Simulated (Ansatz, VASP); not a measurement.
## CaO: VASP beside Ansatz

```
CELL_PARAMETERS angstrom
3.51070 0.00000 0.00000
-1.75535 3.80335 0.00000
0.00000 0.00000 4.93613
ATOMIC_POSITIONS crystal
Ca 0.33333 0.66667 0.75000
Ca 0.66667 0.33333 0.25000
O 0.33333 0.66667 0.25000
O 0.66667 0.33333 0.75000
```

Change from the starting cell: strain +e along x and -e along y -0.1100, strain +e along z and -e/2 along x and y +0.0267.

Alike in both runs: task single point; functional PBE; k mesh 9 × 9 × 6; occupations gaussian, width 0.05 eV; no spin polarisation.

|  | VASP | Ansatz |
| --- | --- | --- |
| version | VASP 6.6.1 | Ansatz 0.2.0 |
| potentials or method | VASP PAW PBE potentials, release 64 (Ca_sv, O), cutoff 520 eV | scalar-relativistic, plane waves, PAW |
| valence electrons in the cell | 32 | 32 |

VASP gave:

| Item | Value |
| --- | --- |
| gap on the k mesh at the Fermi level (eV) | 3.34 |
| least direct gap on the mesh (eV) | 3.34 |
| pressure (GPa) | 3.3 |
| traceless stress, the component that is largest in VASP (GPa) | 11.60 |
| rms of the force components (eV/Å) | 0.628 |

Question: What did Ansatz give for the same quantities?

Answer: gap on the k mesh at the Fermi level (eV): 3.35; least direct gap on the mesh (eV): 3.35; pressure (GPa): 2.7; traceless stress, the component that is largest in VASP (GPa): 11.37; rms of the force components (eV/Å): 0.594.

Atom by atom the forces differ by 0.035 eV/Å (rms over components).
